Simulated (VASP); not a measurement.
# BaTiO3 (Pm-3m) in VASP: settings compared, part 2 of 2

VASP 6.6.1. Earlier steps stand in the parts before.

### 4 Single point, RPBE

This run uses another cell than the first one, of 13.34 Å³/atom, 1.066 times its volume.

INCAR reads:

```
PREC = Accurate
ENCUT = 520
EDIFF = 1E-6
ISMEAR = 0
SIGMA = 0.01
LREAL = False
LASPH = True
NELM = 80
ALGO = Normal
ISIF = 2
LWAVE = False
LCHARG = True
GGA = RP
LELF = True
LVHAR = True
NBANDS = 28
```

KPOINTS reads:

```
Automatic mesh
0
Gamma
  6 6 6
```

POSCAR reads:

```
BaTiO3
1.0
    4.0553771236      0.0000000000      0.0000000000
    0.0000000000      4.0553771236      0.0000000000
    0.0000000000      0.0000000000      4.0553771236
Ba Ti O
1 1 3
Direct
    0.5000000000      0.5000000000      0.5000000000
    0.0000000000      0.0000000000      0.0000000000
    0.5000000000      0.0000000000      0.0000000000
    0.0000000000      0.0000000000      0.5000000000
    0.0000000000      0.5000000000      0.0000000000
```

Potentials or basis: VASP PAW PBE potentials, release 64 (Ba_sv, Ti_sv, O).

The run is started by

```sh
$ cat potpaw_PBE.64/Ba_sv/POTCAR potpaw_PBE.64/Ti_sv/POTCAR potpaw_PBE.64/O/POTCAR > POTCAR
$ mpirun -np 1 vasp_std > vasp.out
```

OUTCAR:

```text
PREC = Accurate
   ENCUT = 520
   EDIFF = 1E-6
   ISMEAR = 0
   LREAL = False
   LASPH = True
   NELM = 80
   ISIF = 2
   GGA = RP

 ion  position               nearest neighbor table
   1  0.500  0.500  0.500-   3 2.87   4 2.87   5 2.87   3 2.87   5 2.87   3 2.87   4 2.87   3 2.87
                             4 2.87   5 2.87   5 2.87   4 2.87   2 3.51   2 3.51   2 3.51   2 3.51
   2  0.000  0.000  0.000-   3 2.03   4 2.03   5 2.03   4 2.03   5 2.03   3 2.03   1 3.51   1 3.51
                             1 3.51   1 3.51   1 3.51   1 3.51   1 3.51   1 3.51
   3  0.500  0.000  0.000-   2 2.03   2 2.03   1 2.87   1 2.87   1 2.87   1 2.87
   4  0.000  0.000  0.500-   2 2.03   2 2.03   1 2.87   1 2.87   1 2.87   1 2.87
[... 819 lines left out ...]
  Total        0.6426850      0.6426850      0.6426850      0.0000000     -0.0000000     -0.0000000
  in kB       15.4388524     15.4388524     15.4388524      0.0000000     -0.0000000     -0.0000000
  external PRESSURE =      15.4388524 kB  Pullay stress =       0.0000000 kB

 VOLUME and BASIS-vectors are now :
 -----------------------------------------------------------------------------
  energy-cutoff  :      520.00
  volume of cell :       66.70
      direct lattice vectors                 reciprocal lattice vectors
     4.055377124  0.000000000  0.000000000     0.246586191  0.000000000  0.000000000
     0.000000000  4.055377124  0.000000000     0.000000000  0.246586191  0.000000000
     0.000000000  0.000000000  4.055377124     0.000000000  0.000000000  0.246586191

 POSITION                                       TOTAL-FORCE (eV/Angst)
 -----------------------------------------------------------------------------------
      2.02769      2.02769      2.02769         0.000000      0.000000      0.000000
      0.00000      0.00000      0.00000         0.000000      0.000000      0.000000
      2.02769      0.00000      0.00000         0.000000      0.000000      0.000000
      0.00000      0.00000      2.02769         0.000000      0.000000      0.000000
      0.00000      2.02769      0.00000         0.000000      0.000000      0.000000
 -----------------------------------------------------------------------------------
    total drift:                                0.000000     -0.000000      0.000000

  FREE ENERGIE OF THE ION-ELECTRON SYSTEM (eV)
  ---------------------------------------------------
  free  energy   TOTEN  =       -37.9245399255 eV

  energy  without entropy=      -37.9245399255  energy(sigma->0) =      -37.92453993
```

OSZICAR:

```text
N       E                     dE             d eps       ncg     rms          rms(c)
DAV:   1     0.424287406496E+03    0.42429E+03   -0.20279E+04  1120   0.151E+03
DAV:   2    -0.544445024515E+01   -0.42973E+03   -0.40846E+03  1280   0.409E+02
DAV:   3    -0.469334168192E+02   -0.41489E+02   -0.41109E+02  1312   0.132E+02
DAV:   4    -0.490441219889E+02   -0.21107E+01   -0.21072E+01  1768   0.262E+01
DAV:   5    -0.490785164114E+02   -0.34394E-01   -0.34388E-01  1380   0.325E+00    0.221E+01
DAV:   6    -0.381067256263E+02    0.10972E+02   -0.57520E+01  1572   0.641E+01    0.976E+00
DAV:   7    -0.380899876848E+02    0.16738E-01   -0.10722E+01  1496   0.233E+01    0.620E+00
DAV:   8    -0.379182928031E+02    0.17169E+00   -0.60206E-01  1344   0.629E+00    0.361E+00
DAV:   9    -0.379658396546E+02   -0.47547E-01   -0.53734E-01  1540   0.652E+00    0.191E+00
DAV:  10    -0.379307021467E+02    0.35138E-01   -0.24914E-01  1332   0.475E+00    0.643E-01
DAV:  11    -0.379247109993E+02    0.59911E-02   -0.31723E-02  1364   0.114E+00    0.246E-01
DAV:  12    -0.379248935369E+02   -0.18254E-03   -0.53640E-03  1324   0.695E-01    0.166E-01
DAV:  13    -0.379245450223E+02    0.34851E-03   -0.13017E-03  1336   0.362E-01    0.438E-02
DAV:  14    -0.379245354774E+02    0.95448E-05   -0.82608E-05  1612   0.730E-02    0.142E-02
DAV:  15    -0.379245395538E+02   -0.40764E-05   -0.23440E-05  1300   0.339E-02    0.379E-03
DAV:  16    -0.379245399255E+02   -0.37170E-06   -0.17714E-06   980   0.123E-02
   1 F= -.37924540E+02 E0= -.37924540E+02  d E =-.223499E-44
```

Run time: 17 s. Hardware: 1 thread of Intel Xeon 6975P-C (Granite Rapids), shared host; peak memory 0.19 GiB.

What came out:

```yaml
Free_energy: -37.9245 eV
Pressure: 1.5 GPa
Band_gap_on_the_k_mesh: 1.70 eV, indirect (least direct gap 1.88 eV)
```

Levels at points of the mesh, in eV from the valence-band top:
| k point | band 16 | band 17 | band 18 | band 19 | band 20 | band 21 | band 22 | band 23 | band 24 | band 25 |
| --- | --- | --- | --- | --- | --- | --- | --- | --- | --- | --- |
| (0.00, 0.00, 0.00) | -1.02 | -1.02 | -0.18 | -0.18 | -0.18 | 1.70 | 1.70 | 1.70 | 3.62 | 3.62 |
| (0.50, 0.00, 0.00) | -1.78 | -1.77 | -1.77 | -0.71 | -0.71 | 1.84 | 3.30 | 3.30 | 3.63 | 5.55 |
| (0.50, 0.50, 0.00) | -2.53 | -1.72 | -0.89 | -0.89 | -0.08 | 3.31 | 3.31 | 3.71 | 4.43 | 7.25 |
| (0.50, 0.50, 0.50) | -2.41 | -2.41 | 0.00 | 0.00 | 0.00 | 3.92 | 3.92 | 3.92 | 6.59 | 6.59 |

Caveat: the PAW data sets were made with another functional, which shifts forces and pressure a little; spin-orbit coupling is left out, which moves the levels of the heavy elements.

### 5 Relaxation of cell and atoms, RPBE

This run uses another cell than the first one, of 12.86 Å³/atom, 1.027 times its volume.

INCAR reads:

```
PREC     = Accurate       # precision mode
ENCUT    = 600            # plane-wave cutoff, eV
EDIFF    = 1E-6           # SCF threshold, eV
ISMEAR   = 0              # smearing method
SIGMA    = 0.01           # smearing width, eV
LREAL    = F              # projectors in reciprocal space
LASPH    = T              # aspherical terms in the spheres
NELM     = 80             # most SCF steps
ALGO     = Normal         # electronic algorithm
ISIF     = 3              # what is computed and relaxed
LWAVE    = F              # write WAVECAR
LCHARG   = F              # write CHGCAR
GGA      = RP             # functional
IBRION   = 2              # ionic algorithm
NSW      = 80             # ionic steps
EDIFFG   = -0.01          # ionic threshold
```

KPOINTS is that of step 4.

Edit POSCAR of step 4 so:

```diff
@@ -2,5 +2,5 @@
 1.0
-    4.0553771236      0.0000000000      0.0000000000
-    0.0000000000      4.0553771236      0.0000000000
-    0.0000000000      0.0000000000      4.0553771236
+    4.0060000000      0.0000000000      0.0000000000
+    0.0000000000      4.0060000000      0.0000000000
+    0.0000000000      0.0000000000      4.0060000000
 Ba Ti O
```

Potentials or basis: VASP PAW PBE potentials, release 64 (Ba_sv, Ti_sv, O).

The run is started by

```sh
$ cat potpaw_PBE.64/Ba_sv/POTCAR potpaw_PBE.64/Ti_sv/POTCAR potpaw_PBE.64/O/POTCAR > POTCAR
$ mpirun -np 1 vasp_std > vasp.out
```

OUTCAR:

```text
PREC = Accurate
   ENCUT = 600
   EDIFF = 1E-6
   ISMEAR = 0
   LREAL = F
   LASPH = T
   NELM = 80
   ISIF = 3
   GGA = RP
   IBRION = 2
   NSW = 80
   EDIFFG = -0.01

 ion  position               nearest neighbor table
   1  0.500  0.500  0.500-   3 2.83   4 2.83   5 2.83   3 2.83   5 2.83   3 2.83   4 2.83   3 2.83
                             4 2.83   5 2.83   5 2.83   4 2.83   2 3.47   2 3.47   2 3.47   2 3.47
   2  0.000  0.000  0.000-   3 2.00   4 2.00   5 2.00   4 2.00   5 2.00   3 2.00   1 3.47   1 3.47
                             1 3.47   1 3.47   1 3.47   1 3.47   1 3.47   1 3.47
   3  0.500  0.000  0.000-   2 2.00   2 2.00   1 2.83   1 2.83   1 2.83   1 2.83
   4  0.000  0.000  0.500-   2 2.00   2 2.00   1 2.83   1 2.83   1 2.83   1 2.83
   5  0.000  0.500  0.000-   2 2.00   2 2.00   1 2.83   1 2.83   1 2.83   1 2.83

  LATTYP: Found a simple cubic cell.
 ALAT       =     4.0060000000

  Lattice vectors:

 A1 = (   4.0060000000,   0.0000000000,   0.0000000000)
 A2 = (   0.0000000000,   4.0060000000,   0.0000000000)
 A3 = (   0.0000000000,   0.0000000000,   4.0060000000)

Analysis of symmetry for initial positions (statically):
=====================================================================
 Subroutine PRICEL returns:
 Original cell was already a primitive cell.
[... 163 lines left out ...]

 number of electron      39.9999998 magnetization

 Free energy of the ion-electron system (eV)
  ---------------------------------------------------
  ext. energy  EPLUGINS =         0.00000000
  ---------------------------------------------------
  free energy    TOTEN  =       -37.86301198 eV

  energy without entropy =      -37.86301198  energy(sigma->0) =      -37.86301198

------------------------ aborting loop because EDIFF is reached ----------------------------------------

  FORCE on cell =-STRESS in cart. coord.  units (eV):
  Direction    XX          YY          ZZ          XY          YZ          ZX
  --------------------------------------------------------------------------------------
  -------------------------------------------------------------------------------------
  Total        3.0220427      3.0220427      3.0220427      0.0000000      0.0000000      0.0000000
  in kB       75.3144569     75.3144569     75.3144569      0.0000000      0.0000000      0.0000000
  external PRESSURE =      75.3144569 kB  Pullay stress =       0.0000000 kB
[... 65 lines left out ...]
--------------------------------------- Ionic step        3  -------------------------------------------

 number of electron      40.0000027 magnetization

 Free energy of the ion-electron system (eV)
  ---------------------------------------------------
  ext. energy  EPLUGINS =         0.00000000
  ---------------------------------------------------
  free energy    TOTEN  =       -37.93074214 eV

  energy without entropy =      -37.93074214  energy(sigma->0) =      -37.93074214

 E-fermi :   3.6752     XC(G=0): -10.7878

 val. band max:        3.6134621534   @ k =   0.5000   0.5000   0.5000
 cond. band min:       5.2956526423   @ k =   0.0000   0.0000   0.0000
 fundamental gap:      1.6821904889
 Fermi energy:         3.6751727702

 k-point     1 :       0.0000    0.0000    0.0000
  band No.  band energies     occupation
      1     -53.3832      2.00000
      2     -29.4953      2.00000
      3     -29.4953      2.00000
      4     -29.4953      2.00000
      5     -21.3818      2.00000
      6     -13.2563      2.00000
[... 561 lines left out ...]
  FREE ENERGIE OF THE ION-ELECTRON SYSTEM (eV)
  ---------------------------------------------------
  free  energy   TOTEN  =       -37.9307421376 eV

  energy  without entropy=      -37.9307421376  energy(sigma->0) =      -37.93074214

 reached required accuracy - stopping structural energy minimisation
```

OSZICAR:

```text
N       E                     dE             d eps       ncg     rms          rms(c)
DAV:   1     0.478796623009E+03    0.47880E+03   -0.22781E+04   960   0.196E+03
DAV:   2     0.962703845283E+00   -0.47783E+03   -0.47044E+03  1216   0.501E+02
DAV:   3    -0.466567063661E+02   -0.47619E+02   -0.46543E+02  1184   0.152E+02
[... 33 lines left out ...]
DAV:   5    -0.379279351310E+02   -0.15688E-02   -0.93239E-03  1440   0.769E-01    0.222E-01
DAV:   6    -0.379299805408E+02   -0.20454E-02   -0.46314E-03  1312   0.381E-01    0.167E-01
DAV:   7    -0.379307080880E+02   -0.72755E-03   -0.16803E-03  1336   0.283E-01    0.266E-02
DAV:   8    -0.379307247451E+02   -0.16657E-04   -0.14433E-04  1288   0.705E-02    0.256E-02
DAV:   9    -0.379307422357E+02   -0.17491E-04   -0.45965E-05  1184   0.559E-02    0.777E-03
DAV:  10    -0.379307421376E+02    0.98117E-07   -0.48671E-06  1104   0.129E-02
   3 F= -.37930742E+02 E0= -.37930742E+02  d E =-.677302E-01
```

CONTCAR:

```text
BaTiO3
   1.00000000000000
     4.0680465575640419    0.0000000000000000    0.0000000000000000
     0.0000000000000000    4.0680465575640419    0.0000000000000000
    -0.0000000000000000    0.0000000000000000    4.0680465575640419
  Ba              Ti              O
     1     1     3
Direct
     0.5000000000000000    0.5000000000000000    0.5000000000000000
     0.0000000000000000    0.0000000000000000    0.0000000000000000
     0.5000000000000000    0.0000000000000000    0.0000000000000000
     0.0000000000000000    0.0000000000000000    0.5000000000000000
     0.0000000000000000    0.5000000000000000    0.0000000000000000

  0.00000000E+00  0.00000000E+00  0.00000000E+00
  0.00000000E+00  0.00000000E+00  0.00000000E+00
  0.00000000E+00  0.00000000E+00  0.00000000E+00
  0.00000000E+00  0.00000000E+00  0.00000000E+00
  0.00000000E+00  0.00000000E+00  0.00000000E+00
```

Run time: 33 s. Hardware: 1 thread of Intel Xeon 6975P-C (Granite Rapids), shared host; peak memory 0.21 GiB.

What came out:

```
Free energy                            : -37.9307 eV
Relaxed volume                         : 13.46 Å³/atom
Relaxed cell                           : a = 4.068 Å, b = 4.068 Å, c = 4.068 Å, α = 90.00°, β = 90.00°, γ = 90.00°
Space group after relaxing (to 0.05 Å) : Pm-3m (No. 221)
Energy gained by relaxing              : 13.5 meV/atom
Ionic steps                            : 3
Pressure after relaxing                : 0.0 GPa
Band gap on the k mesh                 : 1.68 eV, indirect (least direct gap 1.87 eV)
```

Step by step:
```tsv
step	energy change (eV)	largest force (eV/Å)	pressure (GPa)	volume (Å³)
1	0.0000	0.0000	7.53	64.29
2	-0.0194	0.0000	-5.39	70.08
3	-0.0677	0.0000	-0.01	67.32
```

Final structure:
```
Ba Ti O
1.0
     4.06805    0.00000    0.00000
     0.00000    4.06805    0.00000
     0.00000    0.00000    4.06805
Ba Ti O
1 1 3
Direct
  0.50000 0.50000 0.50000
  0.00000 0.00000 0.00000
  0.50000 0.00000 0.00000
  0.00000 0.00000 0.50000
  0.00000 0.50000 0.00000
```

Caveat: the PAW data sets were made with another functional, which shifts forces and pressure a little; spin-orbit coupling is left out, which moves the levels of the heavy elements.

### 6 Relaxation of cell and atoms, revPBE+D3(BJ)

This run uses another cell than the first one, of 12.86 Å³/atom, 1.027 times its volume.

INCAR reads:

```
SYSTEM = BaTiO3
  PREC = Accurate
  ENCUT = 600
  EDIFF = 1E-7
  ISMEAR = 0
  SIGMA = 0.01
  LREAL = .False.
  LASPH = .True.
  NELM = 100
  ALGO = Normal
  ISIF = 3
  LWAVE = .False.
  LCHARG = .False.
  GGA = RE
  IVDW = 12
  IBRION = 2
  NSW = 80
  EDIFFG = -0.01
```

KPOINTS reads:

```
Automatic mesh
0
Gamma
  6 6 6
  0 0 0
```

POSCAR is that of step 5.

Potentials or basis: VASP PAW PBE potentials, release 64 (Ba_sv, Ti_sv, O).

The run is started by

```sh
$ cat potpaw_PBE.64/Ba_sv/POTCAR potpaw_PBE.64/Ti_sv/POTCAR potpaw_PBE.64/O/POTCAR > POTCAR
$ mpirun -np 1 vasp_std > vasp.out
```

Run time: 15 s. Hardware: 1 thread of Intel Xeon 6975P-C (Granite Rapids), shared host; peak memory 0.21 GiB.

The run converged. Its results:

* Free energy: -40.5955 eV
* Pressure after relaxing: 0.1 GPa
* Band gap on the k mesh: 1.77 eV, indirect (least direct gap 1.92 eV)
* Dispersion energy per atom: -0.486 eV

Final structure:
```
CELL_PARAMETERS angstrom
4.00600 0.00000 0.00000
0.00000 4.00600 0.00000
0.00000 0.00000 4.00600
ATOMIC_POSITIONS crystal
Ba 0.50000 0.50000 0.50000
Ti 0.00000 0.00000 0.00000
O 0.50000 0.00000 0.00000
O 0.00000 0.00000 0.50000
O 0.00000 0.50000 0.00000
```

Levels at points of the mesh, in eV from the valence-band top:
```tsv
k point	band 18	band 19	band 20	band 21	band 22	band 23
(0.00, 0.00, 0.00)	-0.15	-0.15	-0.15	1.77	1.77	1.77
(0.50, 0.00, 0.00)	-1.82	-0.71	-0.71	1.92	3.48	3.48
(0.50, 0.50, 0.00)	-0.87	-0.87	-0.09	3.49	3.49	3.90
(0.50, 0.50, 0.50)	0.00	0.00	0.00	4.15	4.15	4.15
```

Caveat: the relaxation stopped at its first step, so nothing moved; the PAW data sets were made with another functional, which shifts forces and pressure a little; spin-orbit coupling is left out, which moves the levels of the heavy elements.

### 7 Relaxation of cell and atoms, PBEsol

This run uses another cell than the first one, of 12.86 Å³/atom, 1.027 times its volume.

INCAR reads:

```
SYSTEM = BaTiO3
PREC     = Accurate       ! precision mode
ENCUT    = 600            ! plane-wave cutoff, eV
EDIFF    = 1E-6           ! SCF threshold, eV
ISMEAR   = 0              ! smearing method
SIGMA    = 0.01           ! smearing width, eV
LREAL    = .FALSE.        ! projectors in reciprocal space
LASPH    = .TRUE.         ! aspherical terms in the spheres
NELM     = 60             ! most SCF steps
ALGO     = Normal         ! electronic algorithm
ISIF     = 3              ! what is computed and relaxed
LWAVE    = .FALSE.        ! write WAVECAR
LCHARG   = .FALSE.        ! write CHGCAR
GGA      = PS             ! functional
IBRION   = 2              ! ionic algorithm
NSW      = 80             ! ionic steps
EDIFFG   = -0.01          ! ionic threshold
```

KPOINTS reads:

```
regular mesh
0
G
  6 6 6
  0 0 0
```

POSCAR is that of step 6.

The run is started by

```sh
$ cat potpaw_PBE.64/Ba_sv/POTCAR potpaw_PBE.64/Ti_sv/POTCAR potpaw_PBE.64/O/POTCAR > POTCAR
$ mpirun -np 1 vasp_std > vasp.out
```

It took 31 s on 1 thread of Intel Xeon 6975P-C (Granite Rapids), shared host; peak memory 0.21 GiB.

Results (log left out):

```
Free energy                            : -41.9886 eV
Relaxed volume                         : 12.64 Å³/atom
Relaxed cell                           : a = 3.983 Å, b = 3.983 Å, c = 3.983 Å, α = 90.00°, β = 90.00°, γ = 90.00°
Space group after relaxing (to 0.05 Å) : Pm-3m (No. 221)
Energy gained by relaxing              : 2.1 meV/atom
Ionic steps                            : 3
Pressure after relaxing                : 0.0 GPa
Band gap on the k mesh                 : 1.73 eV, indirect (least direct gap 1.86 eV)
```

Step by step:
| step | energy change (eV) | largest force (eV/Å) | pressure (GPa) | volume (Å³) |
| --- | --- | --- | --- | --- |
| 1 | 0.0000 | 0.0000 | -2.94 | 64.29 |
| 2 | 0.0002 | 0.0000 | 3.17 | 62.12 |
| 3 | -0.0103 | 0.0000 | -0.01 | 63.19 |

Final structure:
```yaml
crystal:
  lattice:
    - [3.98311, 0.00000, 0.00000]
    - [0.00000, 3.98311, 0.00000]
    - [0.00000, 0.00000, 3.98311]
  atoms:
    - { symbol: Ba, position: [0.50000, 0.50000, 0.50000] }
    - { symbol: Ti, position: [0.00000, 0.00000, 0.00000] }
    - { symbol: O, position: [0.50000, 0.00000, 0.00000] }
    - { symbol: O, position: [0.00000, 0.00000, 0.50000] }
    - { symbol: O, position: [0.00000, 0.50000, 0.00000] }
```

Levels at points of the mesh, in eV from the valence-band top:
```tsv
k point	band 18	band 19	band 20	band 21	band 22	band 23
(0.00, 0.00, 0.00)	-0.13	-0.13	-0.13	1.73	1.73	1.73
(0.50, 0.00, 0.00)	-1.87	-0.72	-0.72	1.90	3.56	3.56
(0.50, 0.50, 0.00)	-0.87	-0.87	-0.09	3.57	3.57	3.99
(0.50, 0.50, 0.50)	0.00	0.00	0.00	4.26	4.26	4.26
```

Caveat: the PAW data sets were made with another functional, which shifts forces and pressure a little; spin-orbit coupling is left out, which moves the levels of the heavy elements.

### 8 Overview

```tsv
task	level	cell	cutoff (eV)	gap on the mesh (eV)	pressure (GPa)	relaxed volume (Å³/atom)
single point	PBEsol	a = 3.970 Å, 5 atoms	520	1.74	2.0	-
single point	revPBE+D3(BJ)	a = 3.993 Å, 5 atoms	520	1.78	1.9	-
single point	RPBE	a = 4.055 Å, 5 atoms	520	1.70	1.5	-
relaxation of cell and atoms	RPBE	relaxed from a = 4.006 Å, 5 atoms	600	1.68	0.0	13.46
relaxation of cell and atoms	revPBE+D3(BJ)	relaxed from a = 4.006 Å, 5 atoms	600	1.77	0.1	-
relaxation of cell and atoms	PBEsol	relaxed from a = 4.006 Å, 5 atoms	600	1.73	0.0	12.64
```

Alike in all rows: potentials or basis VASP PAW PBE potentials, release 64 (Ba_sv, Ti_sv, O); no spin polarisation; k mesh 6 × 6 × 6; smearing gaussian 0.01 eV.

Caveats: the PAW data sets were made with another functional, which shifts forces and pressure a little; spin-orbit coupling is left out, which moves the levels of the heavy elements; the relaxation stopped at its first step, so nothing moved (some runs).

Total energies depend on the potentials used, so only differences within one code and one set of settings carry meaning.
